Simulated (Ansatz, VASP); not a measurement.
# BN: VASP beside Ansatz

```
B N
1.0
     0.00000    1.80750    1.78943
     1.80750    0.00000    1.78943
     1.80750    1.80750    0.00000
B N
1 1
Cartesian
  0.0000 0.0000 0.0000
  2.7113 2.7113 2.6841
```

Change from the starting cell: zz strain of -1 %, PAW files.

Alike in both runs: task electric field gradients; functional LDA; k mesh 11 × 11 × 11; occupations fermi-dirac, width 0.02 eV; no spin polarisation.

|  | VASP | Ansatz |
| --- | --- | --- |
| version | VASP 6.6.1 | Ansatz 0.2.0 |
| potentials or method | VASP PAW LDA potentials, release 64 (B, N) | PAW with Ansatz's default frozen-core files, scalar-relativistic |
| plane-wave cutoff (eV) | 520 | 420 |
| valence electrons in the cell | 8 | 8 |

Ansatz gave:

```
gap on the k mesh at the Fermi level (eV)                     : 4.30
pressure (GPa)                                                : -7.3
traceless stress, the component that is largest in VASP (GPa) : 4.11
size of Vzz on the site where it differs most (V/Å²)          : 0.3
```

Problem. What did VASP give for the same quantities?

Solution. gap on the k mesh at the Fermi level (eV): 4.28; pressure (GPa): -6.4; traceless stress, the component that is largest in VASP (GPa): 4.10; size of Vzz on the site where it differs most (V/Å²): 0.4.

LDA's correlation is that of Perdew and Zunger in VASP and of Perdew and Wang (1992) in Ansatz.
